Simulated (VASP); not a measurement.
# SiNi (Pmmn) in VASP: further runs, part 2 of 3

VASP 6.6.1.

## 3. Single point, PBE, collinear spin, ferromagnetic start

Contents of POSCAR:

```
SiNi
1.0
    2.9427706600      0.0000000000      0.0000000000
    0.0000000000      3.2803255400      0.0000000000
    0.0000000000      0.0000000000      4.6774467600
Ni Si
2 2
Direct
    0.5000000000      0.5000000000      0.3424955900
    0.0000000000      0.0000000000      0.6575044100
    0.5000000000      0.5000000000      0.8431431600
    0.0000000000      0.0000000000      0.1568568400
```

Contents of INCAR.step1:

```
  ALGO = Normal
  EDIFF = 1E-6
  ENCUT = 520
  GGA = PE
  ISIF = 2
  ISMEAR = -1
  ISPIN = 2
  LASPH = T
  LCHARG = T
  LMAXMIX = 4
  LREAL = F
  LWAVE = F
  MAGMOM = 1 1 0 0
  NBANDS = 26
  NELM = 150
  PREC = Accurate
  SIGMA = 0.05
```

Contents of KPOINTS.step1:

```
k-points
0
Gamma
  9 8 6
```

Contents of INCAR.step2:

```
  ALGO = Normal
  EDIFF = 1E-6
  ENCUT = 520
  GGA = PE
  ICHARG = 11
  ISIF = 2
  ISMEAR = -5
  ISPIN = 2
  LASPH = T
  LCHARG = F
  LMAXMIX = 4
  LORBIT = 10
  LREAL = F
  LWAVE = F
  MAGMOM = 1 1 0 0
  NEDOS = 1001
  NELM = 150
  PREC = Accurate
  SIGMA = 0.05
```

Contents of KPOINTS.step2:

```
k-points
0
Gamma
  14 12 9
```

Potentials or basis: VASP PAW PBE potentials, release 64 (Ni, Si).

Started as:

```
> cat potpaw_PBE.64/Ni/POTCAR potpaw_PBE.64/Si/POTCAR > POTCAR
> cp INCAR.step1 INCAR
> cp KPOINTS.step1 KPOINTS
> mpirun -np 1 vasp_std > vasp.out
> cp INCAR.step2 INCAR
> cp KPOINTS.step2 KPOINTS
> mpirun -np 1 vasp_std > vasp.out
```

OUTCAR:

```text
EDIFF = 1E-6
   ENCUT = 520
   GGA = PE
   ICHARG = 11
   ISIF = 2
   ISMEAR = -5
   ISPIN = 2
   LASPH = T
   LORBIT = 10
   LREAL = F
   NELM = 150
   PREC = Accurate

 ion  position               nearest neighbor table
   1  0.500  0.500  0.342-   3 2.34   3 2.34   4 2.37   4 2.37   4 2.37   4 2.37   2 2.65   2 2.65
                             2 2.65   2 2.65
   2  0.000  0.000  0.658-   4 2.34   4 2.34   3 2.37   3 2.37   3 2.37   3 2.37   1 2.65   1 2.65
                             1 2.65   1 2.65
   3  0.500  0.500  0.843-   1 2.34   1 2.34   2 2.37   2 2.37   2 2.37   2 2.37   4 2.65   4 2.65
                             4 2.65   4 2.65
   4  0.000  0.000  0.157-   2 2.34   2 2.34   1 2.37   1 2.37   1 2.37   1 2.37   3 2.65   3 2.65
                             3 2.65   3 2.65

  LATTYP: Found a simple orthorhombic cell.
 ALAT       =     2.9427706600
 B/A-ratio  =     1.1147064855
[... 1275 lines left out ...]

------------------------ aborting loop because EDIFF is reached ----------------------------------------

  FORCE on cell =-STRESS in cart. coord.  units (eV):
  Direction    XX          YY          ZZ          XY          YZ          ZX
  --------------------------------------------------------------------------------------
  -------------------------------------------------------------------------------------
  Total        0.7368337      0.8458763      0.8723308      0.0000000      0.0000000      0.0000000
  in kB       26.1455547     30.0147827     30.9534876      0.0000000      0.0000000      0.0000000
  external PRESSURE =      29.0379417 kB  Pullay stress =       0.0000000 kB

 VOLUME and BASIS-vectors are now :
 -----------------------------------------------------------------------------
  energy-cutoff  :      520.00
  volume of cell :       45.15
      direct lattice vectors                 reciprocal lattice vectors
     2.942770660  0.000000000  0.000000000     0.339815812  0.000000000  0.000000000
     0.000000000  3.280325540  0.000000000     0.000000000  0.304847793  0.000000000
     0.000000000  0.000000000  4.677446760     0.000000000  0.000000000  0.213791851

 POSITION                                       TOTAL-FORCE (eV/Angst)
 -----------------------------------------------------------------------------------
      1.47139      1.64016      1.60200         0.000000      0.000000      0.050813
      0.00000      0.00000      3.07544         0.000000      0.000000     -0.050813
      1.47139      1.64016      3.94376         0.000000      0.000000      0.029827
      0.00000      0.00000      0.73369         0.000000      0.000000     -0.029827
 -----------------------------------------------------------------------------------
    total drift:                                0.000000     -0.000000     -0.000000

  FREE ENERGIE OF THE ION-ELECTRON SYSTEM (eV)
  ---------------------------------------------------
  free  energy   TOTEN  =       -23.5782812510 eV

  energy  without entropy=      -23.5782812510  energy(sigma->0) =      -23.57828125

 total charge

# of ion       s       p       d       tot
------------------------------------------
    1        0.485   0.628   8.472   9.585
    2        0.485   0.628   8.472   9.585
    3        0.746   0.873   0.000   1.620
    4        0.746   0.873   0.000   1.620
--------------------------------------------------
tot          2.462   3.003  16.944  22.409

 magnetization (x)

# of ion       s       p       d       tot
------------------------------------------
    1        0.000   0.000  -0.000  -0.000
    2        0.000   0.000  -0.000  -0.000
    3       -0.000  -0.000   0.000  -0.000
    4       -0.000  -0.000   0.000  -0.000
--------------------------------------------------
tot          0.000   0.000  -0.000  -0.000
```

OUTCAR.step1:

```text
EDIFF = 1E-6
   ENCUT = 520
   GGA = PE
   ISIF = 2
[... 1653 lines left out ...]
      1.47139      1.64016      1.60200         0.000000      0.000000      0.063515
      0.00000      0.00000      3.07544         0.000000      0.000000     -0.063515
      1.47139      1.64016      3.94376         0.000000      0.000000      0.023154
      0.00000      0.00000      0.73369         0.000000      0.000000     -0.023154
 -----------------------------------------------------------------------------------
    total drift:                                0.000000      0.000000     -0.000000

  FREE ENERGIE OF THE ION-ELECTRON SYSTEM (eV)
  ---------------------------------------------------
  free  energy   TOTEN  =       -23.5878667916 eV

  energy  without entropy=      -23.5796455333  energy(sigma->0) =      -23.58375616
```

OSZICAR.step1:

```text
N       E                     dE             d eps       ncg     rms          rms(c)
DAV:   1     0.149165982042E+03    0.14917E+03   -0.11931E+04 10416   0.128E+03
DAV:   2    -0.168636565470E+02   -0.16603E+03   -0.15317E+03 10478   0.263E+02
DAV:   3    -0.265876147677E+02   -0.97240E+01   -0.93715E+01 12548   0.715E+01
DAV:   4    -0.267872928811E+02   -0.19968E+00   -0.19909E+00 12276   0.927E+00
DAV:   5    -0.267924185010E+02   -0.51256E-02   -0.51246E-02 12774   0.158E+00    0.211E+01
DAV:   6    -0.317442036207E+02   -0.49518E+01   -0.42518E+01 12556   0.120E+02    0.261E+01
DAV:   7    -0.236346515657E+02    0.81096E+01   -0.17340E+01 12586   0.769E+01    0.368E+00
DAV:   8    -0.236261351465E+02    0.85164E-02   -0.10825E+00 15426   0.106E+01    0.237E+00
DAV:   9    -0.235884485334E+02    0.37687E-01   -0.12938E-01 14606   0.479E+00    0.514E-01
DAV:  10    -0.235882302204E+02    0.21831E-03   -0.38207E-03 14282   0.594E-01    0.313E-01
DAV:  11    -0.235879982456E+02    0.23197E-03   -0.27063E-04 15012   0.144E-01    0.179E-01
DAV:  12    -0.235878736080E+02    0.12464E-03   -0.21761E-04 14384   0.241E-01    0.366E-02
DAV:  13    -0.235878708391E+02    0.27688E-05   -0.19844E-05 13908   0.418E-02    0.203E-02
DAV:  14    -0.235878682019E+02    0.26372E-05   -0.12022E-06  8090   0.159E-02    0.948E-03
DAV:  15    -0.235878667486E+02    0.14533E-05   -0.11898E-06  6468   0.125E-02    0.113E-03
DAV:  16    -0.235878667916E+02   -0.42962E-07   -0.63000E-07  5690   0.746E-03
   1 F= -.23587867E+02 E0= -.23583756E+02  d E =-.822126E-02  mag=    -0.0000
```

Wall time 4.1 min (1 thread of AMD EPYC 9R14 (Zen 4), shared host); peak memory 0.41 GiB.

What came out:

- Net moment: 0.00 μB per cell
- Valence electrons inside the program's atomic spheres: Ni 9.59; Si 1.62

Caveat: tetrahedron occupations give inexact forces and stress in metals.

## 4. Single point, r2SCAN+U, collinear spin, ferromagnetic start

POSCAR is that of step 3.

Contents of INCAR.step1:

```
  PREC = Accurate
  ENCUT = 660
  ISMEAR = -1
  SIGMA = 0.05
  LREAL = F
  LASPH = T
  NELM = 200
  ISPIN = 2
  MAGMOM = 1 1 0 0
  LMAXMIX = 4
  LDAU = T
  LDAUTYPE = 2
  LDAUL = 2 -1
  LDAUU = 3 0
  LDAUJ = 0 0
  NBANDS = 26
  GGA = PE
  ALGO = Normal
  EDIFF = 1E-5
  LWAVE = T
  LCHARG = F
  GGA_COMPAT = F
```

Contents of INCAR.step2:

```
  PREC = Accurate
  ENCUT = 660
  EDIFF = 1E-6
  ISMEAR = -1
  SIGMA = 0.05
  LREAL = F
  LASPH = T
  NELM = 200
  ALGO = Normal
  ISIF = 2
  LWAVE = F
  LCHARG = F
  ISPIN = 2
  MAGMOM = 1 1 0 0
  LORBIT = 11
  LMAXMIX = 4
  LDAU = T
  LDAUTYPE = 2
  LDAUL = 2 -1
  LDAUU = 3 0
  LDAUJ = 0 0
  LDAUPRINT = 1
  METAGGA = R2SCAN
  LMIXTAU = T
  NBANDS = 26
  ISTART = 1
  GGA_COMPAT = F
```

Contents of KPOINTS:

```
regular mesh
0
Gamma
  9 8 6
```

Potentials or basis: VASP PAW PBE potentials, release 64 (Ni, Si).

Started as:

```
> cat potpaw_PBE.64/Ni/POTCAR potpaw_PBE.64/Si/POTCAR > POTCAR
> cp INCAR.step1 INCAR
> mpirun -np 1 vasp_std > vasp.out
> cp INCAR.step2 INCAR
> mpirun -np 1 vasp_std > vasp.out
```

OUTCAR:

```text
PREC = Accurate
   ENCUT = 660
   EDIFF = 1E-6
   ISMEAR = -1
   LREAL = F
   LASPH = T
   NELM = 200
   ISIF = 2
   ISPIN = 2
   LORBIT = 11
   METAGGA = R2SCAN
   ISTART = 1

 ion  position               nearest neighbor table
   1  0.500  0.500  0.342-   3 2.34   3 2.34   4 2.37   4 2.37   4 2.37   4 2.37   2 2.65   2 2.65
                             2 2.65   2 2.65
   2  0.000  0.000  0.658-   4 2.34   4 2.34   3 2.37   3 2.37   3 2.37   3 2.37   1 2.65   1 2.65
                             1 2.65   1 2.65
   3  0.500  0.500  0.843-   1 2.34   1 2.34   2 2.37   2 2.37   2 2.37   2 2.37   4 2.65   4 2.65
                             4 2.65   4 2.65
   4  0.000  0.000  0.157-   2 2.34   2 2.34   1 2.37   1 2.37   1 2.37   1 2.37   3 2.65   3 2.65
                             3 2.65   3 2.65

  LATTYP: Found a simple orthorhombic cell.
 ALAT       =     2.9427706600
 B/A-ratio  =     1.1147064855
 C/A-ratio  =     1.5894703667

  Lattice vectors:
[... 1680 lines left out ...]

  FORCE on cell =-STRESS in cart. coord.  units (eV):
  Direction    XX          YY          ZZ          XY          YZ          ZX
  --------------------------------------------------------------------------------------
  -------------------------------------------------------------------------------------
  Total       -1.0584759     -0.9845421     -1.5679509      0.0000000      0.0000000      0.0000000
  in kB      -37.5585951    -34.9351535    -55.6366304      0.0000000      0.0000000      0.0000000
  external PRESSURE =     -42.7101263 kB  Pullay stress =       0.0000000 kB

 VOLUME and BASIS-vectors are now :
 -----------------------------------------------------------------------------
  energy-cutoff  :      660.00
  volume of cell :       45.15
      direct lattice vectors                 reciprocal lattice vectors
     2.942770660  0.000000000  0.000000000     0.339815812  0.000000000  0.000000000
     0.000000000  3.280325540  0.000000000     0.000000000  0.304847793  0.000000000
     0.000000000  0.000000000  4.677446760     0.000000000  0.000000000  0.213791851

 POSITION                                       TOTAL-FORCE (eV/Angst)
 -----------------------------------------------------------------------------------
      1.47139      1.64016      1.60200         0.000000      0.000000      0.027947
      0.00000      0.00000      3.07544         0.000000      0.000000     -0.027947
      1.47139      1.64016      3.94376         0.000000      0.000000     -0.178803
      0.00000      0.00000      0.73369         0.000000      0.000000      0.178803
 -----------------------------------------------------------------------------------
    total drift:                                0.000000      0.000000     -0.000000

  FREE ENERGIE OF THE ION-ELECTRON SYSTEM (eV)
  ---------------------------------------------------
  free  energy   TOTEN  =       -39.5306628091 eV

  energy  without entropy=      -39.5231168868  energy(sigma->0) =      -39.52688985

 total charge

# of ion       s       p       d       tot
------------------------------------------
    1        0.483   0.625   8.638   9.745
    2        0.483   0.625   8.638   9.745
    3        0.737   0.871   0.000   1.608
    4        0.737   0.871   0.000   1.608
--------------------------------------------------
tot          2.440   2.992  17.275  22.707

 magnetization (x)

# of ion       s       p       d       tot
------------------------------------------
    1       -0.000  -0.000  -0.000  -0.000
    2       -0.000  -0.000  -0.000  -0.000
    3        0.000   0.000   0.000   0.000
    4        0.000   0.000   0.000   0.000
--------------------------------------------------
tot         -0.000   0.000  -0.000  -0.000
```

It took 6.8 min on 1 thread of Intel Xeon 6975P-C (Granite Rapids), shared host; peak memory 0.38 GiB.

What came out:

* Free energy: -39.5307 eV
* Pressure: -4.3 GPa
* Largest force: 0.179 eV/Å
* Band gap on the k mesh: zero (filled and empty bands overlap)
* Net moment: 0.00 μB per cell
* Valence electrons inside the program's atomic spheres: Ni 9.74; Si 1.61

Forces on the atoms (eV/Å):
```
Ni   0.000  0.000  0.028
Ni   0.000  0.000 -0.028
Si   0.000  0.000 -0.179
Si   0.000  0.000  0.179
```

Eigenvalues of the final occupation matrices:
```csv
site,spin,trace,eigenvalues
site 1 d,1,4.34,0.82 0.85 0.87 0.87 0.93
site 1 d,2,4.34,0.82 0.85 0.87 0.87 0.93
site 2 d,1,4.34,0.82 0.85 0.87 0.87 0.93
site 2 d,2,4.34,0.82 0.85 0.87 0.87 0.93
```

Caveat: the cell stands under tension; the PAW data sets were made with another functional, which shifts forces and pressure a little; the U is typed as a test and isn't derived for this compound.

## 5. Single point, r2SCAN+U, collinear spin, ferromagnetic start

POSCAR is that of step 4.

Contents of INCAR.step1:

```
ALGO     = Normal         # electronic algorithm
EDIFF    = 1E-5           # SCF threshold, eV
ENCUT    = 660            # plane-wave cutoff, eV
GGA      = PE             # functional
GGA_COMPAT= F            
ISMEAR   = -1             # smearing method
ISPIN    = 2              # spin polarisation
LASPH    = T              # aspherical terms in the spheres
LCHARG   = F              # write CHGCAR
LDAU     = T              # DFT+U
LDAUJ    = 0 0          
LDAUL    = 2 -1           # shell
LDAUTYPE = 2            
LDAUU    = 8 0            # U, eV
LMAXMIX  = 4              # l up to which the mixer works
LREAL    = F              # projectors in reciprocal space
LWAVE    = T              # write WAVECAR
MAGMOM   = 1 1 0 0        # initial moments
NBANDS   = 26             # bands
NELM     = 200            # most SCF steps
PREC     = Accurate       # precision mode
SIGMA    = 0.05           # smearing width, eV
```

Contents of INCAR.step2:

```
ALGO     = Normal         # electronic algorithm
EDIFF    = 1E-6           # SCF threshold, eV
ENCUT    = 660            # plane-wave cutoff, eV
GGA_COMPAT= F            
ISIF     = 2              # what is computed and relaxed
ISMEAR   = -1             # smearing method
ISPIN    = 2              # spin polarisation
ISTART   = 1            
LASPH    = T              # aspherical terms in the spheres
LCHARG   = F              # write CHGCAR
LDAU     = T              # DFT+U
LDAUJ    = 0 0          
LDAUL    = 2 -1           # shell
LDAUPRINT= 1            
LDAUTYPE = 2            
LDAUU    = 8 0            # U, eV
LMAXMIX  = 4              # l up to which the mixer works
LMIXTAU  = T            
LORBIT   = 11             # projections on sites
LREAL    = F              # projectors in reciprocal space
LWAVE    = F              # write WAVECAR
MAGMOM   = 1 1 0 0        # initial moments
METAGGA  = R2SCAN         # meta-GGA
NBANDS   = 26             # bands
NELM     = 200            # most SCF steps
PREC     = Accurate       # precision mode
SIGMA    = 0.05           # smearing width, eV
```

Contents of KPOINTS:

```
k-points
0
Gamma
  9 8 6
```

Started as:

```
> cat potpaw_PBE.64/Ni/POTCAR potpaw_PBE.64/Si/POTCAR > POTCAR
> cp INCAR.step1 INCAR
> mpirun -np 1 vasp_std > vasp.out
> cp INCAR.step2 INCAR
> mpirun -np 1 vasp_std > vasp.out
```

It took 14 min on 1 thread of Intel Xeon Platinum 8259CL at 2.50GHz (Skylake/Cascade Lake), shared host; peak memory 0.38 GiB.

The run converged. Its results:

```yaml
Free_energy: -34.3817 eV
Pressure: -13.1 GPa
Largest_force: 0.497 eV/Å
Band_gap_on_the_k_mesh: zero (filled and empty bands overlap)
Net_moment: 0.00 μB per cell
Valence_electrons_inside_the_program's_atomic_spheres: Ni 9.96; Si 1.59
```

Forces in eV/Å, atoms in the order of the input:
```
Ni   0.000  0.000 -0.051
Ni   0.000  0.000  0.051
Si   0.000  0.000 -0.497
Si   0.000  0.000  0.497
```

Stress tensor (GPa, compression positive):
```
-12.35   0.00   0.00
  0.00 -12.42   0.00
  0.00   0.00 -14.60
```

Levels at points of the mesh, in eV from the Fermi level:
Spin up:
```
           k point  band 11  band 12  band 13  band 14  band 15  band 16  band 17  band 18
(0.00, 0.00, 0.00)    -3.08    -2.57    -2.48    -0.87     1.99     3.26     5.95     6.11
(0.00, 0.50, 0.00)    -3.12    -3.12    -2.97    -2.97     1.52     1.52     5.69     5.69
(0.00, 0.00, 0.50)    -3.35    -2.53     1.17     2.69     3.03     3.24     3.32     3.71
(0.00, 0.50, 0.50)    -2.87    -2.87    -2.74    -2.74     5.88     5.88     6.10     6.10
```
Spin down:
```
           k point  band 10  band 11  band 12  band 13  band 14  band 15  band 16  band 17  band 18  band 19
(0.00, 0.00, 0.00)    -3.22    -3.08    -2.57    -2.48    -0.87     1.99     3.26     5.95     6.11     8.26
(0.00, 0.50, 0.00)    -3.51    -3.12    -3.12    -2.97    -2.97     1.52     1.52     5.69     5.69     8.73
(0.00, 0.00, 0.50)    -3.56    -3.35    -2.53     1.17     2.69     3.03     3.24     3.32     3.71     5.75
(0.00, 0.50, 0.50)    -3.48    -2.87    -2.87    -2.74    -2.74     5.88     5.88     6.10     6.10     7.99
```

Eigenvalues of the final occupation matrices:
| site | spin | trace | eigenvalues |
| --- | --- | --- | --- |
| site 1 d | 1 | 4.49 | 0.85 0.89 0.89 0.90 0.95 |
| site 1 d | 2 | 4.49 | 0.85 0.89 0.89 0.90 0.95 |
| site 2 d | 1 | 4.49 | 0.85 0.89 0.89 0.90 0.95 |
| site 2 d | 2 | 4.49 | 0.85 0.89 0.89 0.90 0.95 |

Caveat: the cell stands under tension; the PAW data sets were made with another functional, which shifts forces and pressure a little; the U is typed as a test and isn't derived for this compound. The state reached can hang on the start; a lower one may exist.

(Continued in part 3 of 3.)
